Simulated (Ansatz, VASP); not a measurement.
SrO: VASP beside Ansatz

```
Sr O
1.0
    -0.05022    2.52967    2.52967
     2.52967   -0.05022    2.52967
     2.52967    2.52967   -0.05022
Sr O
1 1
Direct
  0.00000 0.00000 0.00000
  0.50000 0.50000 0.50000
```

Change from the starting cell: shear_111 strain -2.9%.

Alike in both runs: task single point; functional PBE; k mesh 8 × 8 × 8; occupations fermi-dirac, width 0.02 eV; no spin polarisation.

|  | VASP | Ansatz |
| --- | --- | --- |
| version | VASP 6.6.1 | Ansatz 0.2.0 |
| potentials or method | VASP PAW PBE potentials, release 64 (Sr_sv, O) | plane waves, PAW |
| plane-wave cutoff (eV) | 520 | 420 |
| valence electrons in the cell | 16 | 16 |

```tsv
	VASP	Ansatz	Ansatz less VASP
gap on the k mesh at the Fermi level (eV)	3.21	3.26	+0.051
pressure (GPa)	5.3	4.7	-0.64
traceless stress, the component that is largest in VASP (GPa)	1.00	1.00	+0.001
```
